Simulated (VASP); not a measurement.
# ZrC (I4/mmm) in VASP: single point with PBE

Aim: the single point of ZrC with PBE.

Everything below comes from runs of VASP 6.6.1. Logs are shortened: lines on timing, memory, paths and dates and some standing lists are left out, and cuts for length are marked.

### Step 1. The cell of the first run

It takes space group I4/mmm (No. 139, tetragonal). Conventional cell: a = 3.324 Å, b = 3.324 Å, c = 4.888 Å, α = 90.00°, β = 90.00°, γ = 90.00°. Zr (site symmetry 4/mmm) has 6 C at 2.35 to 2.44 Å within 3.1 Å. Within 3.1 Å of C (site symmetry 4/mmm) lie 6 Zr at 2.35 to 2.44 Å.

### Step 2. Single point, PBE (strain +0.000 along x and y, +0.040 along z)

INCAR

```
ALGO     = Normal         # electronic algorithm
EDIFF    = 1E-6           # SCF threshold, eV
ENCUT    = 520            # plane-wave cutoff, eV
GGA      = PE             # functional
ISIF     = 2              # what is computed and relaxed
ISMEAR   = 0              # smearing method
LASPH    = True           # aspherical terms in the spheres
LCHARG   = True           # write CHGCAR
LELF     = True           # ELF
LREAL    = False          # projectors in reciprocal space
LVHAR    = True         
LWAVE    = False          # write WAVECAR
NBANDS   = 15             # bands
NELM     = 80             # most SCF steps
PREC     = Accurate       # precision mode
SIGMA    = 0.15           # smearing width, eV
```

KPOINTS

```
k-points
0
Gamma
  18 18 18
```

POSCAR

```
ZrC
1.0
    0.0000000000      2.3502100000      2.4442184000
    2.3502100000      0.0000000000      2.4442184000
    2.3502100000      2.3502100000      0.0000000000
Zr C
1 1
Direct
    0.5000000000      0.5000000000      0.5000000000
    0.0000000000      0.0000000000      0.0000000000
```

Potentials or basis: VASP PAW PBE potentials, release 64 (Zr_sv, C).

Started as:

```console
$ cat potpaw_PBE.64/Zr_sv/POTCAR potpaw_PBE.64/C/POTCAR > POTCAR
$ mpirun -np 1 vasp_std > vasp.out
```

OUTCAR:

```text
EDIFF = 1E-6
   ENCUT = 520
   GGA = PE
   ISIF = 2
   ISMEAR = 0
   LASPH = True
   LREAL = False
   NELM = 80
   PREC = Accurate

 ion  position               nearest neighbor table
   1  0.500  0.500  0.500-   2 2.35   2 2.35   2 2.35   2 2.35   2 2.44   2 2.44
   2  0.000  0.000  0.000-   1 2.35   1 2.35   1 2.35   1 2.35   1 2.44   1 2.44

  LATTYP: Found a body centered tetragonal cell.
 ALAT       =     3.3236988564
 C/A-ratio  =     1.4707821049

  Lattice vectors:

 A1 = (  -2.3502100000,   0.0000000000,   2.4442184000)
 A2 = (   2.3502100000,   0.0000000000,   2.4442184000)
 A3 = (   0.0000000000,   2.3502100000,  -2.4442184000)

Analysis of symmetry for initial positions (statically):
=====================================================================
 Subroutine PRICEL returns:
 Original cell was already a primitive cell.

 Routine SETGRP: Setting up the symmetry group for a
 body centered tetragonal supercell.

 Subroutine GETGRP returns: Found 16 space group operations
 (whereof 16 operations were pure point group operations)
 out of a pool of 16 trial point group operations.

The static configuration has the point symmetry D_4h.

Analysis of symmetry for dynamics (positions and initial velocities):
=====================================================================
 Subroutine PRICEL returns:
 Original cell was already a primitive cell.

 Routine SETGRP: Setting up the symmetry group for a
 body centered tetragonal supercell.

 Subroutine GETGRP returns: Found 16 space group operations
 (whereof 16 operations were pure point group operations)
 out of a pool of 16 trial point group operations.

The dynamic configuration has the point symmetry D_4h.

 Subroutine INISYM returns: Found 16 space group operations
 (whereof 16 operations are pure point group operations),
 and found     1 'primitive' translations

----------------------------------------------------------------------------------------

                                     Primitive cell

  volume of cell :      27.0012

  direct lattice vectors                    reciprocal lattice vectors
     0.000000000  2.350210000  2.444218400    -0.212746946  0.212746946  0.204564371
     2.350210000  0.000000000  2.444218400     0.212746946 -0.212746946  0.204564371
     2.350210000  2.350210000  0.000000000     0.212746946  0.212746946 -0.204564371

  length of vectors
     3.390824477  3.390824477  3.323698856     0.363825656  0.363825656  0.363825656

  position of ions in fractional coordinates (direct lattice)
     0.500000000  0.500000000  0.500000000
     0.000000000  0.000000000  0.000000000

  ion indices of the primitive-cell ions
   primitive index   ion index
                 1           1
                 2           2

----------------------------------------------------------------------------------------

 KPOINTS: k-points

Automatic generation of k-mesh.
 Grid dimensions read from file:
 generate k-points for:   18   18   18

 Generating k-lattice:

  Cartesian coordinates                     Fractional coordinates (reciprocal lattice)
    -0.011819275  0.011819275  0.011364687     0.055555556  0.000000000  0.000000000
     0.011819275 -0.011819275  0.011364687     0.000000000  0.055555556  0.000000000
     0.011819275  0.011819275 -0.011364687    -0.000000000 -0.000000000  0.055555556

  Length of vectors
     0.020212536  0.020212536  0.020212536

  Shift w.r.t. Gamma in fractional coordinates (k-lattice)
     0.000000000  0.000000000  0.000000000

 Subroutine IBZKPT returns following result:
 ===========================================

 Found    480 irreducible k-points:

 Following reciprocal coordinates:
            Coordinates               Weight
  0.000000  0.000000  0.000000      1.000000
  0.055556 -0.000000  0.000000      8.000000
  0.111111 -0.000000  0.000000      8.000000
  0.166667 -0.000000  0.000000      8.000000
  0.222222 -0.000000  0.000000      8.000000
  0.277778 -0.000000  0.000000      8.000000
[... 16 lines left out ...]
 -0.277778  0.055556  0.000000      8.000000
 -0.222222  0.055556  0.000000      8.000000
 [... further k-points ...]
   k-points           NKPTS =    480   k-points in BZ     NKDIM =    480   number of bands    NBANDS=     15
   number of dos      NEDOS =    301   number of ions     NIONS =      2
   total plane-waves  NPLWV =  21952
   dimension x,y,z NGX =    28 NGY =   28 NGZ =   28
   dimension x,y,z NGXF=    56 NGYF=   56 NGZF=   56
   ions per type =               1   1
   NGX,Y,Z   is equivalent  to a cutoff of  13.73, 13.73, 14.01 a.u.
   NGXF,Y,Z  is equivalent  to a cutoff of  27.46, 27.46, 28.01 a.u.
 SYSTEM =  unknown system
   PREC   = accura    normal or accurate (medium, high low for compatibility)
   ISTART =      0    job   : 0-new  1-cont  2-samecut
   ICHARG =      2    charge: 1-file 2-atom 10-const
   ISPIN  =      1    spin polarized calculation?
   LNONCOLLINEAR =      F non collinear calculations
   LSORBIT =      F    spin-orbit coupling
   LASPH  =      T    aspherical Exc in radial PAW
   ENCUT  =  520.0 eV  38.22 Ry    6.18 a.u.   6.30  6.30  6.18*2*pi/ulx,y,z
   NELM   =     80;   NELMIN=  2; NELMDL= -5     # of ELM steps
   EDIFF  = 0.1E-05   stopping-criterion for ELM
   LREAL  =      F    real-space projection
   EDIFFG = 0.1E-04   stopping-criterion for IOM
   NSW    =      0    number of steps for IOM
   IBRION =     -1    ionic relax: 0-MD 1-quasi-New 2-CG
   NFREE  =      0    steps in history (QN), initial steepest desc. (CG)
   ISIF   =      2    stress and relaxation
   ISYM   =      2    0-nonsym 1-usesym 2-fastsym
   POTIM  = 0.5000    time-step for ionic-motion
   TEBEG  =    0.0;   TEEND  =   0.0 temperature during run
   PSTRESS=    0.0 pullay stress
   NELECT =      16.0000    total number of electrons
   NUPDOWN=      -1.0000    fix difference up-down
   EMIN   =  10.00;   EMAX   =-10.00  energy-range for DOS
   EFERMI =   0.00;   METHOD = LEGACY
   ISMEAR =     0;   SIGMA  =   0.15  broadening in eV -4-tet -1-fermi 0-gaus
   EFERMI_NEDOS =   21; number of points for ismear=-14 and -15
   IALGO  =     38    algorithm
   IMIX   =      4    mixing-type and parameters
     AMIX     =   0.40;   BMIX     =  1.00
     AMIX_MAG =   1.60;   BMIX_MAG =  1.00
  volume/ion in A,a.u.               =      13.50        91.11
  Fermi-wavevector in a.u.,A,eV,Ry     =   1.375056  2.598479 25.725609  1.890779
  Thomas-Fermi vector in A             =   2.500426
   LORBIT       =      0    0 simple, 1 ext, 2 COOP (PROOUT), +10 PAW based schemes
   GGA     = PE    functional components
   LHFCALC =     F    Hartree Fock is set to
   AEXX    =    0.0000 exact exchange contribution
   IVDW    =     0    specifies the selected vdW correction
   LEPSILON=     F    determine dielectric tensor
   LRPA    =     F    only Hartree local field effects (RPA)
 non-spin polarized calculation
 Gauss-broadening in eV      SIGMA  =   0.15
  energy-cutoff  :      520.00
  volume of cell :       27.00
 maximum number of plane-waves:       744
 NGX is ok and might be reduce to    28
   NGX = 13   NGY = 13   NGZ = 13

 number of electron      16.0000000 magnetization

 Free energy of the ion-electron system (eV)
  ---------------------------------------------------
  ext. energy  EPLUGINS =         0.00000000
  ---------------------------------------------------
  free energy    TOTEN  =       -19.41960612 eV

  energy without entropy =      -19.41604700  energy(sigma->0) =      -19.41782656

 E-fermi :   9.1832     XC(G=0): -11.9378

 val. band max:        9.1828166452   @ k =   0.1111   0.0556   0.0000
 cond. band min:       9.1958957665   @ k =  -0.0556   0.0000   0.0556
 fundamental gap:      0.0130791213
 Fermi energy:         9.1831670353

 k-point     1 :       0.0000    0.0000    0.0000
  band No.  band energies     occupation
      1     -39.0847      2.00000
      2     -16.8511      2.00000
      3     -16.8043      2.00000
      4     -16.8043      2.00000
      5      -2.0001      2.00000
      6       9.9806      0.00000
      7      10.0074      0.00000
      8      10.1504      0.00000
      9      10.1504      0.00000
     10      10.3768      0.00000
     11      10.3768      0.00000
     12      11.5706      0.00000
     13      12.0804      0.00000
     14      16.1424      0.00000
     15      19.5710      0.00000

 k-point     2 :       0.0556   -0.0000    0.0000
  band No.  band energies     occupation
      1     -39.0821      2.00000
      2     -16.8621      2.00000
      3     -16.8200      2.00000
      4     -16.8058      2.00000
      5      -1.9339      2.00000
      6       9.4421      0.01465
      7       9.5521      0.00051
      8       9.7323      0.00000
      9      10.3454      0.00000
     10      10.5246      0.00000
     11      10.7402      0.00000
     12      11.9822      0.00000
     13      12.4875      0.00000
     14      16.3002      0.00000
     15      19.7546      0.00000

 k-point     3 :       0.1111   -0.0000    0.0000
  band No.  band energies     occupation
      1     -39.0748      2.00000
      2     -16.9165      2.00000
      3     -16.8421      2.00000
      4     -16.8100      2.00000
      5      -1.7402      2.00000
      6       8.6366      2.00000
      7       8.8981      1.99280
      8       9.0632      1.74192
      9      10.5841      0.00000
     10      10.7376      0.00000
     11      11.1022      0.00000
     12      12.8216      0.00000
     13      13.3481      0.00000
     14      16.7211      0.00000
     15      20.2674      0.00000
[... 343 lines left out ...]
 k-point    23 :      -0.2778    0.0556    0.0000
  band No.  band energies     occupation
      1     -39.0280      2.00000
      2     -17.3118      2.00000
      3     -16.9220      2.00000
      4     -16.8258      2.00000
      5      -0.3536      2.00000
      6       5.7743      2.00000
      7       7.0065      2.00000
      8       7.1323      2.00000
      9      11.8633      0.00000
     10      12.0149      0.00000
     11      12.7572      0.00000
     12      15.3759      0.00000
     13      17.4237      0.00000
     14      18.1817      0.00000
     15      22.3207      0.00000

 k-point    24 :      -0.2222    0.0556    0.0000
  band No.  band energies     occupation
      1     -39.0424      2.00000
      2     -17.1885      2.00000
      3     -16.9066      2.00000
      4     -16.8169      2.00000
      5      -0.8183      2.00000
      6       6.5538      2.00000
      7       7.4271      2.00000
      8       7.5789      2.00000
      9      11.3866      0.00000
     10      11.6507      0.00000
     11      12.2016      0.00000
     12      14.4238      0.00000
     13      16.4067      0.00000
     14      18.1503      0.00000
     15      21.9505      0.00000

 [... further k-points ...]
[... 5 lines left out ...]
  --------------------------------------------------------------------------------------
  -------------------------------------------------------------------------------------
  Total       -0.4103169     -0.4103169     -2.3174649      0.0000000      0.0000000     -0.0000000
  in kB      -24.3470692    -24.3470692   -137.5119383      0.0000000      0.0000000     -0.0000000
  external PRESSURE =     -62.0686923 kB  Pullay stress =       0.0000000 kB

 VOLUME and BASIS-vectors are now :
 -----------------------------------------------------------------------------
  energy-cutoff  :      520.00
  volume of cell :       27.00
      direct lattice vectors                 reciprocal lattice vectors
     0.000000000  2.350210000  2.444218400    -0.212746946  0.212746946  0.204564371
     2.350210000  0.000000000  2.444218400     0.212746946 -0.212746946  0.204564371
     2.350210000  2.350210000  0.000000000     0.212746946  0.212746946 -0.204564371

 POSITION                                       TOTAL-FORCE (eV/Angst)
 -----------------------------------------------------------------------------------
      2.35021      2.35021      2.44422        -0.000000      0.000000      0.000000
      0.00000      0.00000      0.00000         0.000000     -0.000000      0.000000
 -----------------------------------------------------------------------------------
    total drift:                                0.000000      0.000000      0.000000

  FREE ENERGIE OF THE ION-ELECTRON SYSTEM (eV)
  ---------------------------------------------------
  free  energy   TOTEN  =       -19.4196061213 eV

  energy  without entropy=      -19.4160469982  energy(sigma->0) =      -19.41782656
```

Wall time 6.6 min (1 thread of Intel Xeon 8259CL, shared host); peak memory 0.32 GiB.

Results:

```yaml
Free_energy: -19.4196 eV
Pressure: -6.2 GPa
Band_gap_on_the_k_mesh: zero (bands 8 and 9 overlap by 1.38 eV)
```

Stress tensor (GPa, compression positive):
```
 -2.43   0.00   0.00
  0.00  -2.43   0.00
  0.00   0.00 -13.75
```

Caveat: the cell differs from its parent crystal (strain +0.000 along x and y, +0.040 along z); the cell stands under tension.
